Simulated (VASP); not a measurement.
# Si23H4O48 (a cell with a defect) in VASP: a series of runs, part 2 of 2

VASP 6.6.1. The steps go on from the part before.

### 3 Single point, r2SCAN

POSCAR reads:

```
Si23H4O48
1.0
    9.8316000000      0.0000000000      0.0000000000
   -4.9158000000      8.5144150000      0.0000000000
    0.0000000000      0.0000000000     10.8182000000
Si O H
23 48 4
Direct
    0.2668430000      0.0009767400      0.1634700000
    0.0028516000      0.2703680000      0.3357050000
    0.2306050000      0.2354080000      0.0001007300
    0.2653480000      0.9977494000      0.6636500000
    0.9932126000      0.2663560000      0.8350300000
    0.2323110000      0.2285110000      0.5017520000
    0.2682820000      0.5027390000      0.1672110000
    0.9997803800      0.7676140000      0.3331480000
    0.2338640000      0.7330290000      0.9966533000
    0.9989205000      0.7666930000      0.8327140000
    0.2344290000      0.7356140000      0.4976220000
    0.7692410000      0.0042952000      0.1672390000
    0.4984520000      0.2670890000      0.3326380000
    0.7266420000      0.2320240000      0.0002954000
    0.7657180000      0.0012322000      0.6669000000
    0.4945750000      0.2657660000      0.8320270000
    0.7327730000      0.2338080000      0.4992370000
    0.7651740000      0.5008340000      0.1672980000
    0.5011880000      0.7703670000      0.3320530000
    0.7350830000      0.7369020000      0.0012113000
    0.7631940000      0.4995590000      0.6663380000
    0.5046480000      0.7692100000      0.8316280000
    0.7327490000      0.7354920000      0.4996880000
    0.0687650000      0.2066210000      0.4462400000
    0.2961240000      0.3658270000      0.1099080000
    0.1402060000      0.4347450000      0.2786630000
    0.2024600000      0.0698960000      0.0553950000
    0.3623780000      0.2944360000      0.3913610000
    0.4306990000      0.1384180000      0.2213530000
    0.0654320000      0.2098730000      0.9457150000
    0.3038820000      0.3517710000      0.6166480000
    0.1356700000      0.4290170000      0.7780800000
    0.1997120000      0.0574320000      0.5499300000
    0.3584550000      0.2958220000      0.8879650000
    0.4284840000      0.1364520000      0.7217280000
    0.0679010000      0.7063220000      0.4438320000
    0.2991160000      0.8684090000      0.1031500000
    0.1368330000      0.9300380000      0.2735220000
    0.2040780000      0.5698520000      0.0580140000
    0.3639780000      0.7993980000      0.3865800000
    0.4342950000      0.6406840000      0.2215190000
    0.0677460000      0.7049810000      0.9423610000
    0.2993620000      0.8643310000      0.6090240000
    0.1350350000      0.9300380000      0.7738950000
    0.2058530000      0.5699500000      0.5554350000
    0.3593880000      0.7870590000      0.8833780000
    0.4574520000      0.6484340000      0.7143040000
    0.5683340000      0.2046660000      0.4411890000
    0.7907210000      0.3628830000      0.1097040000
    0.6344730000      0.4331810000      0.2768560000
    0.7032200000      0.0691220000      0.0573170000
    0.8658290000      0.2991990000      0.3913950000
    0.9337440000      0.1415760000      0.2241200000
    0.5617480000      0.2046160000      0.9436860000
    0.7914020000      0.3622690000      0.6109670000
    0.6303510000      0.4323090000      0.7751710000
    0.7053660000      0.0690910000      0.5554790000
    0.8539980000      0.2927100000      0.8882170000
    0.9307640000      0.1366270000      0.7244910000
    0.5684650000      0.7078670000      0.4422990000
    0.7990200000      0.8685060000      0.1101390000
    0.6394420000      0.9356300000      0.2772850000
    0.7054800000      0.5714430000      0.0574340000
    0.8637870000      0.7971160000      0.3899890000
    0.9305870000      0.6356190000      0.2243800000
    0.5697540000      0.7090080000      0.9453830000
    0.7944690000      0.8645580000      0.6107280000
    0.6368080000      0.9393260000      0.7782680000
    0.7041320000      0.5699330000      0.5561050000
    0.8633810000      0.7966100000      0.8896810000
    0.9285160000      0.6335080000      0.7246220000
    0.4504065100      0.5107946500      0.7293930800
    0.2297450000      0.3561110000      0.6755540000
    0.3027980000      0.5849670000      0.5956360000
    0.1163320000      0.4796660000      0.7069560000
```

INCAR.step1 reads:

```
SYSTEM = Si23H4O48
  PREC = Accurate
  ENCUT = 520
  ISMEAR = 0
  SIGMA = 0.02
  LREAL = Auto
  LASPH = .True.
  NELM = 100
  NBANDS = 235
  GGA = PE
  ALGO = Normal
  EDIFF = 1E-4
  LWAVE = .True.
  LCHARG = .False.
```

INCAR.step2 reads:

```
SYSTEM = Si23H4O48
  PREC = Accurate
  ENCUT = 520
  EDIFF = 1E-7
  ISMEAR = 0
  SIGMA = 0.02
  LREAL = Auto
  LASPH = .True.
  NELM = 100
  ALGO = Normal
  ISIF = 2
  LWAVE = .False.
  LCHARG = .False.
  METAGGA = R2SCAN
  LMIXTAU = .True.
  NBANDS = 235
  ISTART = 1
```

KPOINTS reads:

```
Automatic mesh
0
Gamma
  1 1 1
  0 0 0
```

Potentials or basis: VASP PAW PBE potentials, release 64 (Si, O, H).

Launch:

```
> cat potpaw_PBE.64/Si/POTCAR potpaw_PBE.64/O/POTCAR potpaw_PBE.64/H/POTCAR > POTCAR
> cp INCAR.step1 INCAR
> mpirun -np 1 vasp_gam > vasp.out
> cp INCAR.step2 INCAR
> mpirun -np 1 vasp_gam > vasp.out
```

OUTCAR:

```text
SYSTEM = Si23H4O48
   PREC = Accurate
   ENCUT = 520
   EDIFF = 1E-7
   ISMEAR = 0
   LREAL = Auto
   LASPH = .True.
   NELM = 100
   ISIF = 2
   METAGGA = R2SCAN
   ISTART = 1

 ion  position               nearest neighbor table
   1  0.267  0.001  0.163-  29 1.62  37 1.62  38 1.63  27 1.63   3 3.06  13 3.07   9 3.07   8 3.08

   2  0.003  0.270  0.336-  26 1.62  52 1.62  24 1.63  53 1.63  17 3.06   7 3.06   6 3.07  12 3.07

   3  0.231  0.235  0.000-  27 1.62  30 1.62  25 1.63  34 1.63   7 3.06  16 3.06   1 3.06   5 3.07
[... 83 lines left out ...]
  70  0.863  0.797  0.890-  10 1.62  20 1.63
  71  0.929  0.634  0.725-  21 1.62  10 1.63
  72  0.450  0.511  0.729-  47 1.33
  73  0.230  0.356  0.676-  31 0.99
  74  0.303  0.585  0.596-  45 0.99
  75  0.116  0.480  0.707-  32 0.99

  LATTYP: Found a hexagonal cell.
 ALAT       =     9.8316000000
 C/A-ratio  =     1.1003498922

  Lattice vectors:

 A1 = (   9.8316000000,   0.0000000000,   0.0000000000)
 A2 = (  -4.9158000000,   8.5144150000,   0.0000000000)
 A3 = (   0.0000000000,   0.0000000000,  10.8182000000)

Analysis of symmetry for initial positions (statically):
=====================================================================
 Subroutine PRICEL returns:
 Original cell was already a primitive cell.

 Routine SETGRP: Setting up the symmetry group for a
 hexagonal supercell.

 Subroutine GETGRP returns: Found  1 space group operations
 (whereof  1 operations were pure point group operations)
 out of a pool of 24 trial point group operations.

The static configuration has the point symmetry C_1 .

Analysis of symmetry for dynamics (positions and initial velocities):
=====================================================================
 Subroutine PRICEL returns:
 Original cell was already a primitive cell.

[... 251 lines left out ...]
  Fermi-wavevector in a.u.,A,eV,Ry     =   1.229912  2.324196 20.581296  1.512683
  Thomas-Fermi vector in A             =   2.364781
   LORBIT       =      0    0 simple, 1 ext, 2 COOP (PROOUT), +10 PAW based schemes
   METAGGA = R2SCAN    functional components
   LHFCALC =     F    Hartree Fock is set to
   AEXX    =    0.0000 exact exchange contribution
   IVDW    =     0    specifies the selected vdW correction
   LEPSILON=     F    determine dielectric tensor
   LRPA    =     F    only Hartree local field effects (RPA)
 non-spin polarized calculation
 Gauss-broadening in eV      SIGMA  =   0.02
  energy-cutoff  :      520.00
  volume of cell :      905.60
 maximum number of plane-waves:     12195
 NGX is ok and might be reduce to    80
   NGX = 37   NGY = 37   NGZ = 41

 number of electron     384.0000016 magnetization

 Free energy of the ion-electron system (eV)
  ---------------------------------------------------
  ext. energy  EPLUGINS =         0.00000000
  ---------------------------------------------------
  free energy    TOTEN  =      -714.95972263 eV

  energy without entropy =     -714.95972263  energy(sigma->0) =     -714.95972263

 E-fermi :   0.9692     XC(G=0):  -9.7559

 val. band max:        0.8321891690   @ k =   0.0000   0.0000   0.0000
 cond. band min:       6.7438680181   @ k =   0.0000   0.0000   0.0000
 fundamental gap:      5.9116788491
 Fermi energy:         0.9691574150

 k-point     1 :       0.0000    0.0000    0.0000
  band No.  band energies     occupation
      1     -19.7990      2.00000
      2     -19.3928      2.00000
      3     -19.3611      2.00000
      4     -19.3059      2.00000
      5     -19.2993      2.00000
      6     -19.2640      2.00000
[... 196 lines left out ...]
    203      10.1311      0.00000
    204      10.1529      0.00000
 [bands above 204 left out]

------------------------ aborting loop because EDIFF is reached ----------------------------------------

  FORCE on cell =-STRESS in cart. coord.  units (eV):
  Direction    XX          YY          ZZ          XY          YZ          ZX
  --------------------------------------------------------------------------------------
  -------------------------------------------------------------------------------------
  Total      -18.6359073    -18.8312314    -17.1052176      3.3994621     -0.4240569     -0.9333360
  in kB      -32.9706191    -33.3161862    -30.2625252      6.0143232     -0.7502407     -1.6512566
  external PRESSURE =     -32.1831102 kB  Pullay stress =       0.0000000 kB

 VOLUME and BASIS-vectors are now :
 -----------------------------------------------------------------------------
  energy-cutoff  :      520.00
  volume of cell :      905.60
      direct lattice vectors                 reciprocal lattice vectors
     9.831600000  0.000000000  0.000000000     0.101712844  0.058723941  0.000000000
    -4.915800000  8.514415000  0.000000000     0.000000000  0.117447881  0.000000000
     0.000000000  0.000000000 10.818200000     0.000000000  0.000000000  0.092436819

 POSITION                                       TOTAL-FORCE (eV/Angst)
 -----------------------------------------------------------------------------------
      2.61869      0.00832      1.76845         0.065792     -0.046644      0.002152
     -1.30104      2.30203      3.63172        -0.060031      0.073550     -0.046292
      1.11000      2.00436      0.00109        -0.143087     -0.049685      0.110740
     -2.29594      8.49525      7.17950         0.094280     -0.155435      0.016324
      8.45552      2.26787      9.03352         0.030440      0.032689     -0.014638
      1.16067      1.94564      5.42805         0.015781     -0.208845     -0.314328
[... 67 lines left out ...]
      0.10141      4.98065      6.44371        -0.098652     -0.036849      0.037128
     -1.21421      4.08408      7.64799         0.179353     -0.078383      0.237042
 -----------------------------------------------------------------------------------
    total drift:                               -0.021515      0.004018     -0.014895

  FREE ENERGIE OF THE ION-ELECTRON SYSTEM (eV)
  ---------------------------------------------------
  free  energy   TOTEN  =      -714.9597226345 eV

  energy  without entropy=     -714.9597226345  energy(sigma->0) =     -714.95972263
```

Run time: 20 min. Hardware: 1 thread of Intel Xeon 8259CL, shared host; peak memory 1.1 GiB.

What came out:

```
Free energy            : -714.9597 eV
Pressure               : -3.2 GPa
Largest force          : 5.490 eV/Å
Band gap on the k mesh : 5.91 eV
```

Forces on the atoms (eV/Å):
```
Si   0.066 -0.047  0.002
Si  -0.060  0.074 -0.046
Si  -0.143 -0.050  0.111
Si   0.094 -0.155  0.016
Si   0.030  0.033 -0.015
Si   0.016 -0.209 -0.314
Si   0.025  0.055 -0.027
Si  -0.024  0.020  0.001
Si   0.077 -0.024 -0.105
Si  -0.025  0.030  0.054
Si   0.020 -0.063  0.040
Si   0.030 -0.050 -0.013
Si   0.026  0.038 -0.029
Si   0.045 -0.055  0.030
Si  -0.027 -0.127  0.057
Si   0.116 -0.225  0.144
Si   0.014 -0.087 -0.003
Si   0.037  0.026 -0.011
Si   0.009  0.020  0.036
Si  -0.176 -0.020 -0.058
Si   0.182  0.143 -0.179
Si   0.065 -0.490 -0.306
Si  -0.133  0.001  0.073
O    0.213  0.242 -0.057
O   -0.247 -0.046 -0.173
O    0.136 -0.241 -0.133
O    0.152  0.263  0.106
O    0.079 -0.238  0.200
O   -0.263  0.027  0.152
O    0.151  0.207 -0.149
O   -0.181 -0.147  0.209
O   -0.291 -0.285 -0.124
O    0.111  0.340  0.188
O    0.180 -0.155  0.015
O   -0.283  0.101  0.152
O    0.114  0.241 -0.157
O   -0.291 -0.004 -0.091
O    0.137 -0.194 -0.139
O    0.151  0.192  0.161
O    0.110 -0.237  0.149
O   -0.268 -0.003  0.152
O    0.083  0.230 -0.164
O   -0.326  0.033 -0.160
O    0.154 -0.179 -0.165
O    0.123  0.374 -0.067
O   -0.019 -0.119  0.320
O    2.336 -4.327  0.798
O    0.091  0.244 -0.131
O   -0.271 -0.022 -0.150
O    0.142 -0.234 -0.136
O    0.127  0.250  0.132
O    0.116 -0.243  0.152
O   -0.241  0.026  0.165
O    0.066  0.259 -0.197
O   -0.290  0.014 -0.107
O   -0.062 -0.220 -0.128
O    0.122  0.266  0.123
O    0.119 -0.219  0.158
O   -0.244  0.057  0.148
O    0.131  0.242 -0.189
O   -0.245  0.005 -0.117
O    0.138 -0.204 -0.157
O    0.169  0.184  0.159
O    0.133 -0.234  0.138
O   -0.269  0.017  0.142
O    0.260  0.272  0.034
O   -0.222  0.011 -0.184
O    0.220 -0.041 -0.164
O    0.173  0.134  0.196
O    0.163 -0.233  0.137
O   -0.289 -0.027  0.131
H   -2.545  4.806 -0.759
H    0.106  0.092 -0.150
H   -0.099 -0.037  0.037
H    0.179 -0.078  0.237
```

Caveat: the k points lie up to 0.74 Å⁻¹ apart; the PAW data sets were made with another functional, which shifts forces and pressure a little.
